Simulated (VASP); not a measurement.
# Sn (P6_3/mmc) in VASP: further runs

Runs on Sn. Level: PBE. Tasks: single point.

All numbers are computed with VASP 6.6.1; they aren't measurements. Logs are shortened: lines on timing, memory, paths and dates and some standing lists are left out, and cuts for length are marked.

### 1 The cell of the first run

The structure is hexagonal, space group P6_3/mmc (No. 194). The conventional cell has a = 3.364 Å, b = 3.364 Å, c = 5.666 Å, α = 90.00°, β = 90.00°, γ = 120.00°. Sn (site symmetry -6m2) has 12 Sn at 3.36 to 3.43 Å within 4.4 Å.

### 2 Single point, PBE

File INCAR:

```
PREC = Accurate
ENCUT = 520
EDIFF = 1E-7
ISMEAR = 0
SIGMA = 0.1
LREAL = F
LASPH = T
NELM = 60
ALGO = Fast
ISIF = 2
LWAVE = F
LCHARG = F
GGA = PE
NBANDS = 21
```

File KPOINTS:

```
Automatic mesh
0
Gamma
  15 15 8
```

File POSCAR:

```
Sn
1.0
    3.3635991190      0.0000000000      0.0000000000
   -1.6817995595      2.9129622852      0.0000000000
    0.0000000000      0.0000000000      5.6659027599
Sn
2
Direct
    0.3333333333      0.6666666667      0.2500000000
    0.6666666667      0.3333333333      0.7500000000
```

Potentials or basis: VASP PAW PBE potentials, release 64 (Sn_d).

Command:

```
$ cat potpaw_PBE.64/Sn_d/POTCAR > POTCAR
$ mpirun -np 1 vasp_std > vasp.out
```

OUTCAR:

```text
PREC = Accurate
   ENCUT = 520
   EDIFF = 1E-7
   ISMEAR = 0
   LREAL = F
   LASPH = T
   NELM = 60
   ISIF = 2
   GGA = PE

 ion  position               nearest neighbor table
   1  0.333  0.667  0.250-   2 3.43   2 3.43   2 3.43   2 3.43   2 3.43   2 3.43
   2  0.667  0.333  0.750-   1 3.43   1 3.43   1 3.43   1 3.43   1 3.43   1 3.43

  LATTYP: Found a hexagonal cell.
 ALAT       =     3.3635991190
 C/A-ratio  =     1.6844762290

  Lattice vectors:

 A1 = (   3.3635991190,   0.0000000000,   0.0000000000)
 A2 = (  -1.6817995595,   2.9129622852,   0.0000000000)
 A3 = (   0.0000000000,   0.0000000000,   5.6659027599)

Analysis of symmetry for initial positions (statically):
=====================================================================
 Subroutine PRICEL returns:
 Original cell was already a primitive cell.

 Routine SETGRP: Setting up the symmetry group for a
 hexagonal supercell.

 Subroutine GETGRP returns: Found 24 space group operations
 (whereof 12 operations were pure point group operations)
 out of a pool of 24 trial point group operations.

The static configuration has the point symmetry D_3d.
 The point group associated with its full space group is D_6h.

Analysis of symmetry for dynamics (positions and initial velocities):
=====================================================================
 Subroutine PRICEL returns:
 Original cell was already a primitive cell.

 Routine SETGRP: Setting up the symmetry group for a
 hexagonal supercell.

 Subroutine GETGRP returns: Found 24 space group operations
 (whereof 12 operations were pure point group operations)
 out of a pool of 24 trial point group operations.

The dynamic configuration has the point symmetry D_3d.
 The point group associated with its full space group is D_6h.

 Subroutine INISYM returns: Found 24 space group operations
 (whereof 12 operations are pure point group operations),
 and found     1 'primitive' translations

----------------------------------------------------------------------------------------

                                     Primitive cell

  volume of cell :      55.5147

  direct lattice vectors                    reciprocal lattice vectors
     3.363599119  0.000000000  0.000000000     0.297300589  0.171646575  0.000000000
    -1.681799559  2.912962285  0.000000000     0.000000000  0.343293150  0.000000000
     0.000000000  0.000000000  5.665902760     0.000000000  0.000000000  0.176494381

  length of vectors
     3.363599119  3.363599119  5.665902760     0.343293150  0.343293150  0.176494381

  position of ions in fractional coordinates (direct lattice)
     0.333333333  0.666666667  0.250000000
     0.666666667  0.333333333  0.750000000

  ion indices of the primitive-cell ions
   primitive index   ion index
                 1           1
                 2           2

----------------------------------------------------------------------------------------

 KPOINTS: Automatic mesh

Automatic generation of k-mesh.
 Grid dimensions read from file:
 generate k-points for:   15   15    8

 Generating k-lattice:

  Cartesian coordinates                     Fractional coordinates (reciprocal lattice)
     0.019820039  0.011443105  0.000000000     0.066666667  0.000000000  0.000000000
     0.000000000  0.022886210  0.000000000     0.000000000  0.066666667  0.000000000
     0.000000000  0.000000000  0.022061798     0.000000000  0.000000000  0.125000000

  Length of vectors
     0.022886210  0.022886210  0.022061798

  Shift w.r.t. Gamma in fractional coordinates (k-lattice)
     0.000000000  0.000000000  0.000000000

 Subroutine IBZKPT returns following result:
 ===========================================

 Found    135 irreducible k-points:

 Following reciprocal coordinates:
            Coordinates               Weight
  0.000000  0.000000  0.000000      1.000000
  0.066667  0.000000  0.000000      6.000000
  0.133333 -0.000000  0.000000      6.000000
  0.200000 -0.000000  0.000000      6.000000
  0.266667 -0.000000  0.000000      6.000000
  0.333333  0.000000  0.000000      6.000000
[... 16 lines left out ...]
  0.333333  0.200000  0.000000     12.000000
  0.400000  0.200000  0.000000      6.000000
 [... further k-points ...]
   k-points           NKPTS =    135   k-points in BZ     NKDIM =    135   number of bands    NBANDS=     21
   number of dos      NEDOS =    301   number of ions     NIONS =      2
   total plane-waves  NPLWV =  32928
   dimension x,y,z NGX =    28 NGY =   28 NGZ =   42
   dimension x,y,z NGXF=    56 NGYF=   56 NGZF=   84
   ions per type =               2
   NGX,Y,Z   is equivalent  to a cutoff of  13.84, 13.84, 12.32 a.u.
   NGXF,Y,Z  is equivalent  to a cutoff of  27.68, 27.68, 24.65 a.u.
 SYSTEM =  unknown system
   PREC   = accura    normal or accurate (medium, high low for compatibility)
   ISTART =      0    job   : 0-new  1-cont  2-samecut
   ICHARG =      2    charge: 1-file 2-atom 10-const
   ISPIN  =      1    spin polarized calculation?
   LNONCOLLINEAR =      F non collinear calculations
   LSORBIT =      F    spin-orbit coupling
   LASPH  =      T    aspherical Exc in radial PAW
   ENCUT  =  520.0 eV  38.22 Ry    6.18 a.u.   6.25  6.25 10.53*2*pi/ulx,y,z
   NELM   =     60;   NELMIN=  2; NELMDL= -5     # of ELM steps
   EDIFF  = 0.1E-06   stopping-criterion for ELM
   LREAL  =      F    real-space projection
   EDIFFG = 0.1E-05   stopping-criterion for IOM
   NSW    =      0    number of steps for IOM
   IBRION =     -1    ionic relax: 0-MD 1-quasi-New 2-CG
   NFREE  =      0    steps in history (QN), initial steepest desc. (CG)
   ISIF   =      2    stress and relaxation
   ISYM   =      2    0-nonsym 1-usesym 2-fastsym
   POTIM  = 0.5000    time-step for ionic-motion
   TEBEG  =    0.0;   TEEND  =   0.0 temperature during run
   PSTRESS=    0.0 pullay stress
   NELECT =      28.0000    total number of electrons
   NUPDOWN=      -1.0000    fix difference up-down
   EMIN   =  10.00;   EMAX   =-10.00  energy-range for DOS
   EFERMI =   0.00;   METHOD = LEGACY
   ISMEAR =     0;   SIGMA  =   0.10  broadening in eV -4-tet -1-fermi 0-gaus
   EFERMI_NEDOS =   21; number of points for ismear=-14 and -15
   IALGO  =     68    algorithm
   IMIX   =      4    mixing-type and parameters
     AMIX     =   0.40;   BMIX     =  1.00
     AMIX_MAG =   1.60;   BMIX_MAG =  1.00
  volume/ion in A,a.u.               =      27.76       187.32
  Fermi-wavevector in a.u.,A,eV,Ry     =   1.303141  2.462580 23.105097  1.698177
  Thomas-Fermi vector in A             =   2.434163
   LORBIT       =      0    0 simple, 1 ext, 2 COOP (PROOUT), +10 PAW based schemes
   GGA     = PE    functional components
   LHFCALC =     F    Hartree Fock is set to
   AEXX    =    0.0000 exact exchange contribution
   IVDW    =     0    specifies the selected vdW correction
   LEPSILON=     F    determine dielectric tensor
   LRPA    =     F    only Hartree local field effects (RPA)
 non-spin polarized calculation
 RMM-DIIS sequential band-by-band and
 Gauss-broadening in eV      SIGMA  =   0.10
  energy-cutoff  :      520.00
  volume of cell :       55.51
 maximum number of plane-waves:      1509
 NGX is ok and might be reduce to    28

 number of electron      28.0000010 magnetization

 Free energy of the ion-electron system (eV)
  ---------------------------------------------------
  ext. energy  EPLUGINS =         0.00000000
  ---------------------------------------------------
  free energy    TOTEN  =        -7.58186160 eV

  energy without entropy =       -7.57675673  energy(sigma->0) =       -7.57930916

 E-fermi :   7.8403     XC(G=0): -10.2676

 val. band max:        7.8393545468   @ k =   0.2667  -0.0000   0.2500
 cond. band min:       7.8640121601   @ k =   0.3333   0.2000   0.5000
 fundamental gap:      0.0246576134
 Fermi energy:         7.8403465856

 k-point     1 :       0.0000    0.0000    0.0000
  band No.  band energies     occupation
      1     -13.6889      2.00000
      2     -13.6793      2.00000
      3     -13.6758      2.00000
      4     -13.6758      2.00000
      5     -13.6671      2.00000
      6     -13.6671      2.00000
[... 13 lines left out ...]
     20      17.7862      0.00000
     21      19.2939      0.00000

 k-point     2 :       0.0667    0.0000    0.0000
  band No.  band energies     occupation
      1     -13.6898      2.00000
      2     -13.6798      2.00000
      3     -13.6724      2.00000
      4     -13.6697      2.00000
      5     -13.6635      2.00000
      6     -13.6611      2.00000
[... 13 lines left out ...]
     20      18.0638      0.00000
     21      19.1725      0.00000

 k-point     3 :       0.1333   -0.0000    0.0000
  band No.  band energies     occupation
      1     -13.6982      2.00000
      2     -13.6740      2.00000
      3     -13.6692      2.00000
      4     -13.6523      2.00000
      5     -13.6481      2.00000
      6     -13.6440      2.00000
[... 13 lines left out ...]
     20      18.2047      0.00000
     21      18.8233      0.00000

 k-point     4 :       0.2000   -0.0000    0.0000
  band No.  band energies     occupation
      1     -13.7117      2.00000
      2     -13.6747      2.00000
      3     -13.6564      2.00000
      4     -13.6446      2.00000
      5     -13.6362      2.00000
      6     -13.6268      2.00000
[... 13 lines left out ...]
     20      17.3718      0.00000
     21      18.8959      0.00000

 k-point     5 :       0.2667   -0.0000    0.0000
  band No.  band energies     occupation
      1     -13.7264      2.00000
      2     -13.6799      2.00000
      3     -13.6597      2.00000
      4     -13.6443      2.00000
      5     -13.6379      2.00000
      6     -13.5974      2.00000
[... 13 lines left out ...]
     20      17.0746      0.00000
     21      18.6325      0.00000

 k-point     6 :       0.3333    0.0000    0.0000
  band No.  band energies     occupation
      1     -13.7398      2.00000
      2     -13.6857      2.00000
      3     -13.6749      2.00000
      4     -13.6517      2.00000
      5     -13.6198      2.00000
      6     -13.6011      2.00000
[... 13 lines left out ...]
     20      16.8833      0.00000
     21      18.3807      0.00000

 k-point     7 :       0.4000   -0.0000    0.0000
  band No.  band energies     occupation
      1     -13.7501      2.00000
      2     -13.6907      2.00000
      3     -13.6873      2.00000
      4     -13.6573      2.00000
      5     -13.6108      2.00000
      6     -13.6054      2.00000
[... 13 lines left out ...]
     20      16.6965      0.00000
     21      18.2091      0.00000
[... 291 lines left out ...]
      1     -13.7289      2.00000
      2     -13.6989      2.00000
      3     -13.6703      2.00000
      4     -13.6556      2.00000
      5     -13.6173      2.00000
      6     -13.6017      2.00000
[... 13 lines left out ...]
     20      16.1789      0.00000
     21      20.4295      0.00000

 k-point    21 :       0.2000    0.2000    0.0000
  band No.  band energies     occupation
      1     -13.6883      2.00000
      2     -13.6825      2.00000
      3     -13.6778      2.00000
      4     -13.6539      2.00000
      5     -13.6272      2.00000
      6     -13.6171      2.00000
[... 13 lines left out ...]
     20      18.3250      0.00000
     21      18.9082      0.00000

 k-point    22 :       0.2667    0.2000    0.0000
  band No.  band energies     occupation
      1     -13.6929      2.00000
      2     -13.6913      2.00000
      3     -13.6646      2.00000
      4     -13.6539      2.00000
      5     -13.6217      2.00000
      6     -13.6081      2.00000
[... 13 lines left out ...]
     20      18.3202      0.00000
     21      19.6705      0.00000

 k-point    23 :       0.3333    0.2000    0.0000
  band No.  band energies     occupation
      1     -13.7007      2.00000
      2     -13.6979      2.00000
      3     -13.6516      2.00000
      4     -13.6506      2.00000
      5     -13.6172      2.00000
      6     -13.6122      2.00000
[... 13 lines left out ...]
     20      18.1485      0.00000
     21      20.5506      0.00000

 k-point    24 :       0.4000    0.2000    0.0000
  band No.  band energies     occupation
      1     -13.7040      2.00000
      2     -13.6998      2.00000
      3     -13.6499      2.00000
      4     -13.6468      2.00000
      5     -13.6213      2.00000
      6     -13.6031      2.00000
[... 13 lines left out ...]
     20      18.0862      0.00000
     21      21.1273      0.00000

 [... further k-points ...]
[... 5 lines left out ...]
  --------------------------------------------------------------------------------------
  -------------------------------------------------------------------------------------
  Total       -0.0266723     -0.0266723     -0.0263229      0.0000000      0.0000000     -0.0000000
  in kB       -0.7697728     -0.7697728     -0.7596887      0.0000000      0.0000000     -0.0000000
  external PRESSURE =      -0.7664114 kB  Pullay stress =       0.0000000 kB

 VOLUME and BASIS-vectors are now :
 -----------------------------------------------------------------------------
  energy-cutoff  :      520.00
  volume of cell :       55.51
      direct lattice vectors                 reciprocal lattice vectors
     3.363599119  0.000000000  0.000000000     0.297300589  0.171646575  0.000000000
    -1.681799559  2.912962285  0.000000000     0.000000000  0.343293150  0.000000000
     0.000000000  0.000000000  5.665902760     0.000000000  0.000000000  0.176494381

 POSITION                                       TOTAL-FORCE (eV/Angst)
 -----------------------------------------------------------------------------------
     -0.00000      1.94197      1.41648        -0.000000      0.000000      0.000000
      1.68180      0.97099      4.24943         0.000000      0.000000      0.000000
 -----------------------------------------------------------------------------------
    total drift:                                0.000000     -0.000000      0.000000

  FREE ENERGIE OF THE ION-ELECTRON SYSTEM (eV)
  ---------------------------------------------------
  free  energy   TOTEN  =        -7.5818615966 eV

  energy  without entropy=       -7.5767567256  energy(sigma->0) =       -7.57930916
```

Wall time 2.5 min (1 thread of Intel Xeon Platinum 8259CL at 2.50GHz (Skylake/Cascade Lake), shared host); peak memory 0.26 GiB.

What came out:

```
Free energy            : -7.5819 eV
Pressure               : -0.1 GPa
Band gap on the k mesh : zero (band 14 reaches 13.91 eV, above the bottom of band 15 at 5.49 eV)
```

Levels at points of the mesh, in eV from the Fermi level:
```csv
k point,band 12,band 13,band 14,band 15,band 16,band 17
"(0.00, 0.00, 0.00)",-7.03,-4.54,6.01,6.01,7.12,7.63
"(0.00, 0.00, 0.50)",-9.74,0.59,0.59,6.84,6.84,6.84
```

Caveat: spin-orbit coupling is left out, which moves the levels of the heavy elements.

### 3 Single point, PBE

This run uses another cell than the first one: it holds 4 atoms, not 2.

File INCAR:

```
ALGO = Fast
EDIFF = 1E-6
ENCUT = 520
GGA = PE
ISIF = 2
ISMEAR = 0
LASPH = T
LCHARG = F
LREAL = F
LWAVE = F
NBANDS = 36
NELM = 60
PREC = Accurate
SIGMA = 0.1
```

File KPOINTS:

```
k-points
0
Gamma
  12 12 8
```

File POSCAR:

```
Sn
1.0
    5.1048591050      0.0000000000      0.0000000000
   -2.5524295525      4.4209376677      0.0000000000
    0.0000000000      0.0000000000      6.0863476997
Sn
4
Direct
    0.0000000000      0.0000000000      0.2500000000
    0.0000000000      0.0000000000      0.7500000000
    0.3333333333      0.6666666667      0.7500000000
    0.6666666667      0.3333333333      0.2500000000
```

Potentials or basis: VASP PAW PBE potentials, release 64 (Sn_d).

Command:

```
$ cat potpaw_PBE.64/Sn_d/POTCAR > POTCAR
$ mpirun -np 1 vasp_std > vasp.out
```

Wall time 5.9 min (1 thread of AMD EPYC 7R43 (Zen 3), shared host); peak memory 0.45 GiB.

Results (log left out):

* Free energy: -14.2020 eV
* Pressure: -0.1 GPa
* Band gap on the k mesh: zero (band 28 reaches 6.76 eV, above the bottom of band 29 at 4.51 eV)

Levels at points of the mesh, in eV from the Fermi level:
```tsv
k point	band 25	band 26	band 27	band 28	band 29	band 30	band 31	band 32
(0.00, 0.00, 0.00)	-2.13	-1.88	-1.88	-0.83	-0.83	1.43	2.32	2.32
(0.50, 0.00, 0.00)	-3.10	-2.89	-0.85	-0.77	-0.40	0.72	1.28	4.56
(0.00, 0.00, 0.50)	-1.26	-1.26	-1.26	-1.26	-0.29	-0.29	2.03	2.03
(0.50, 0.00, 0.50)	-2.21	-2.21	-1.23	-1.23	1.17	1.17	2.90	2.90
```

Caveat: spin-orbit coupling is left out, which moves the levels of the heavy elements.
